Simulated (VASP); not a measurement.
Runs of VASP 6.6.1 on Se. The structure is that of space group Pm-3m (No. 221), or close to it. The cells are those of the table. The cell was built from a structure type or drawn by symmetry, and may not be a known phase.

```tsv
task	cell	k mesh	cutoff (eV)	gap on the mesh (eV)	pressure (GPa)	relaxed volume (Å³/atom)
relaxation of cell and atoms	relaxed from a = 4.714 Å, 4 atoms	4 × 4 × 4	600	none	0.0	34.69
relaxation of cell and atoms	relaxed from a = 5.179 Å, 4 atoms	10 × 10 × 10	600	none	0.0	33.96
single point	a = 5.140 Å, 4 atoms	10 × 10 × 10	520	none	0.0	-
single point	a = 5.179 Å, 4 atoms	4 × 4 × 4	520	none	-0.1	-
single point	a = 4.714 Å, 4 atoms	4 × 4 × 4	520	none	(a)	-
```

Alike in all rows: level PBE; potentials or basis VASP PAW PBE potentials, release 64 (Se); no spin polarisation; smearing gaussian 0.1 eV.

Question: Estimate the missing entries.

Answer: (a) 18.1.

Caveats: the volume moved by over 15 % at a fixed basis, so the end points are rough (at least some runs); the cell stands under pressure (at least some runs).

A k mesh can miss the band edges, and the runs leave out spin-orbit coupling on Se.

A gap of «none» marks levels without a gap at the run's occupations.
